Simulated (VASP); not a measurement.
# Ni (P6_3/mmc) in VASP: settings compared

Ni is run at these levels: BLYP+D4, revPBE+D3(BJ), PBE; tasks: relaxation of cell and atoms, single point.

All numbers are computed with VASP 6.6.1; they aren't measurements. Logs are shortened: lines on timing, memory, paths and dates and some standing lists are left out, and cuts for length are marked.

### 1 The cell of the first run

Symmetry: P6_3/mmc, No. 194, hexagonal system. The conventional cell has a = 2.448 Å, b = 2.448 Å, c = 4.073 Å, α = 90.00°, β = 90.00°, γ = 120.00°. Ni (site symmetry -6m2) has 12 Ni at 2.45 to 2.48 Å within 3.2 Å.

This isn't the form of Ni at room conditions, which is fcc.

### 2 Relaxation of cell and atoms, BLYP+D4, collinear spin, ferromagnetic start

The input, INCAR:

```
PREC = Accurate
ENCUT = 600
EDIFF = 1E-6
ISMEAR = -1
SIGMA = 0.05
LREAL = F
LASPH = T
NELM = 150
ALGO = Normal
ISIF = 3
LWAVE = F
LCHARG = F
ISPIN = 2
MAGMOM = 1 1
LORBIT = 11
LMAXMIX = 4
GGA = B5
ALDAX = 1.0
AGGAX = 1.0
AGGAC = 1.0
ALDAC = 0.0
IVDW = 13
VDW_S6 = 1.0
VDW_S8 = 2.34076671
VDW_A1 = 0.44488865
VDW_A2 = 4.0933009
IBRION = 2
NSW = 60
EDIFFG = -0.01
```

The input, KPOINTS:

```
Automatic mesh
0
Gamma
  12 12 7
```

The input, POSCAR:

```
Ni
1.0
    2.4480228978      0.0000000000      0.0000000000
   -1.2240114489      2.1200500186      0.0000000000
    0.0000000000      0.0000000000      4.0728075700
Ni
2
Direct
    0.6666666667      0.3333333333      0.7500000000
    0.3333333333      0.6666666667      0.2500000000
```

Potentials or basis: VASP PAW PBE potentials, release 64 (Ni).

Run with:

```sh
$ cat potpaw_PBE.64/Ni/POTCAR > POTCAR
$ mpirun -np 1 vasp_std > vasp.out
```

OUTCAR:

```text
PREC = Accurate
   ENCUT = 600
   EDIFF = 1E-6
   ISMEAR = -1
   LREAL = F
   LASPH = T
   NELM = 150
   ISIF = 3
   ISPIN = 2
   LORBIT = 11
   GGA = B5
   IVDW = 13
   IBRION = 2
   NSW = 60
   EDIFFG = -0.01

 ion  position               nearest neighbor table
   1  0.667  0.333  0.750-   2 2.48   2 2.48   2 2.48   2 2.48   2 2.48   2 2.48
   2  0.333  0.667  0.250-   1 2.48   1 2.48   1 2.48   1 2.48   1 2.48   1 2.48

  LATTYP: Found a hexagonal cell.
 ALAT       =     2.4480228978
 C/A-ratio  =     1.6637130207

  Lattice vectors:

 A1 = (   2.4480228978,   0.0000000000,   0.0000000000)
 A2 = (  -1.2240114489,   2.1200500186,   0.0000000000)
 A3 = (   0.0000000000,   0.0000000000,   4.0728075700)

Analysis of symmetry for initial positions (statically):
=====================================================================
 Subroutine PRICEL returns:
 Original cell was already a primitive cell.

 Routine SETGRP: Setting up the symmetry group for a
 hexagonal supercell.

 Subroutine GETGRP returns: Found 24 space group operations
 (whereof 12 operations were pure point group operations)
 out of a pool of 24 trial point group operations.

The static configuration has the point symmetry D_3d.
 The point group associated with its full space group is D_6h.

Analysis of symmetry for dynamics (positions and initial velocities):
=====================================================================
 Subroutine PRICEL returns:
 Original cell was already a primitive cell.

 Routine SETGRP: Setting up the symmetry group for a
 hexagonal supercell.

 Subroutine GETGRP returns: Found 24 space group operations
 (whereof 12 operations were pure point group operations)
 out of a pool of 24 trial point group operations.

The dynamic configuration has the point symmetry D_3d.
 The point group associated with its full space group is D_6h.

Analysis of structural, dynamic, and magnetic symmetry:
=====================================================================
 Subroutine PRICEL returns:
 Original cell was already a primitive cell.

 Routine SETGRP: Setting up the symmetry group for a
 hexagonal supercell.

 Subroutine GETGRP returns: Found 24 space group operations
 (whereof 12 operations were pure point group operations)
 out of a pool of 24 trial point group operations.

The overall configuration has the point symmetry D_3d.
 The point group associated with its full space group is D_6h.

 Subroutine INISYM returns: Found 24 space group operations
 (whereof 12 operations are pure point group operations),
 and found     1 'primitive' translations

----------------------------------------------------------------------------------------

[... 113 lines left out ...]
  volume/ion in A,a.u.               =      10.57        71.32
  Fermi-wavevector in a.u.,A,eV,Ry     =   1.607187  3.037143 35.144518  2.583049
  Thomas-Fermi vector in A             =   2.703255
   LORBIT       =     11    0 simple, 1 ext, 2 COOP (PROOUT), +10 PAW based schemes
   GGA     = B5    functional components
   LHFCALC =     F    Hartree Fock is set to
   AEXX    =    0.0000 exact exchange contribution
   IVDW    =    13    specifies the selected vdW correction
   LEPSILON=     F    determine dielectric tensor
   LRPA    =     F    only Hartree local field effects (RPA)
 conjugate gradient relaxation of ions
 spin polarized calculation
  energy-cutoff  :      600.00
  volume of cell :       21.14
 maximum number of plane-waves:       722
 NGX is ok and might be reduce to    20
   NGX =  9   NGY =  9   NGZ = 17

--------------------------------------- Ionic step        1  -------------------------------------------

 number of electron      20.0000004 magnetization       1.1930077

 Free energy of the ion-electron system (eV)
  ---------------------------------------------------
  ext. energy  EPLUGINS =         0.00000000
  ---------------------------------------------------
  free energy    TOTEN  =        -9.08628701 eV

  energy without entropy =       -9.05086941  energy(sigma->0) =       -9.06857821

------------------------ aborting loop because EDIFF is reached ----------------------------------------

  DFT-D4 for vdW energy calculation

  Edisp (eV):   -1.81741
[... 31 lines left out ...]
--------------------------------------- Ionic step        2  -------------------------------------------

 number of electron      19.9999997 magnetization       1.2350391

 E-fermi :   9.8009     XC(G=0): -12.6461

 val. band max:        9.7999146298   @ k =   0.0833   0.0000   0.0000
 cond. band min:       9.8050228320   @ k =   0.0833   0.0833   0.1429
 fundamental gap:      0.0051082022
 Fermi energy:         9.8008592505

 spin component 1

 k-point     1 :       0.0000    0.0000    0.0000
  band No.  band energies     occupation
      1       0.9514      1.00000
      2       5.0154      1.00000
      3       7.3626      1.00000
      4       7.4799      1.00000
      5       7.4799      1.00000
      6       7.7370      1.00000
      7       7.7370      1.00000
      8       8.1826      1.00000
      9       8.1826      1.00000
     10       9.1102      1.00000
     11       9.1102      1.00000
     12       9.6409      0.96083
[... 1012 lines left out ...]
--------------------------------------- Ionic step        6  -------------------------------------------

 number of electron      19.9999995 magnetization       1.2256785

 Free energy of the ion-electron system (eV)
  ---------------------------------------------------
  ext. energy  EPLUGINS =         0.00000000
  ---------------------------------------------------
  free energy    TOTEN  =        -9.11891333 eV

  energy without entropy =       -9.08251299  energy(sigma->0) =       -9.10071316

 E-fermi :  10.0371     XC(G=0): -12.7409

 val. band max:       10.0369396349   @ k =   0.2500   0.1667   0.1429
 cond. band min:      10.0403246136   @ k =   0.2500  -0.0000   0.4286
 fundamental gap:      0.0033849788
 Fermi energy:        10.0370833054

 spin component 1

 k-point     1 :       0.0000    0.0000    0.0000
  band No.  band energies     occupation
      1       1.0740      1.00000
      2       5.1700      1.00000
      3       7.5757      1.00000
      4       7.6791      1.00000
      5       7.6791      1.00000
      6       7.9476      1.00000
      7       7.9476      1.00000
      8       8.3793      1.00000
      9       8.3793      1.00000
     10       9.3440      1.00000
     11       9.3440      1.00000
     12       9.8852      0.95425
[... 886 lines left out ...]
  FREE ENERGIE OF THE ION-ELECTRON SYSTEM (eV)
  ---------------------------------------------------
  free  energy   TOTEN  =       -10.9087341131 eV

  energy  without entropy=      -10.8723337802  energy(sigma->0) =      -10.89053395

 reached required accuracy - stopping structural energy minimisation

 total charge

# of ion       s       p       d       tot
------------------------------------------
    1        0.505   0.495   8.377   9.377
    2        0.505   0.495   8.377   9.377
--------------------------------------------------
tot          1.010   0.989  16.755  18.753

 magnetization (x)

# of ion       s       p       d       tot
------------------------------------------
    1       -0.005  -0.022   0.646   0.620
    2       -0.005  -0.022   0.646   0.620
--------------------------------------------------
tot         -0.009  -0.043   1.292   1.239
```

It took 1.8 min on 1 thread of Intel Xeon 6975P-C (Granite Rapids), shared host; peak memory 0.18 GiB.

Results:

* Free energy: -10.9087 eV
* Relaxed volume: 10.73 Å³/atom
* Relaxed cell: a = 2.471 Å, b = 2.471 Å, c = 4.059 Å, α = 90.00°, β = 90.00°, γ = 120.00°
* Space group after relaxing (to 0.1 Å): P6_3/mmc (No. 194)
* Energy gained by relaxing: 2.5 meV/atom
* Ionic steps: 6
* Pressure after relaxing: 0.1 GPa
* Net moment: 1.23 μB per cell
* Site moments: Ni +0.62 μB
* Valence electrons inside the program's atomic spheres: Ni 9.38
* Dispersion energy per atom: -0.895 eV

Stress tensor (GPa, compression positive):
```
 0.10  0.00  0.00
 0.00  0.10  0.00
 0.00  0.00 -0.01
```

Step by step:
| step | energy change (eV) | largest force (eV/Å) | pressure (GPa) | volume (Å³) |
| --- | --- | --- | --- | --- |
| 1 | 0.0000 | 0.0000 | 3.35 | 21.14 |
| 2 | -0.0016 | 0.0000 | -3.17 | 21.82 |
| 3 | -0.0044 | 0.0000 | -0.36 | 21.51 |
| 4 | -0.0044 | 0.0000 | -0.29 | 21.51 |
| 5 | -0.0050 | 0.0000 | -0.06 | 21.48 |
| 6 | -0.0050 | 0.0000 | 0.06 | 21.47 |

Final structure:
```
CELL_PARAMETERS angstrom
2.47140 0.00000 0.00000
-1.23570 2.14029 0.00000
0.00000 0.00000 4.05856
ATOMIC_POSITIONS crystal
Ni 0.66667 0.33333 0.75000
Ni 0.33333 0.66667 0.25000
```

Levels at points of the mesh, in eV from the Fermi level:
Spin up:
```tsv
k point	band 9	band 10	band 11	band 12	band 13	band 14
(0.00, 0.00, 0.00)	-1.66	-0.69	-0.69	-0.15	5.72	23.17
(0.50, 0.00, 0.00)	-0.51	-0.46	1.30	3.17	9.53	9.99
```
Spin down:
```csv
k point,band 6,band 7,band 8,band 9,band 10,band 11,band 12,band 13,band 14,band 15
"(0.00, 0.00, 0.00)",-1.43,-1.43,-1.03,-1.03,-0.17,-0.03,-0.03,6.12,23.08,24.80
"(0.50, 0.00, 0.00)",-1.76,-1.39,0.15,0.16,0.28,1.75,3.54,9.66,10.12,12.99
```

Caveat: the PAW data sets were made with another functional, which shifts forces and pressure a little.

[end of part 1 of 2]
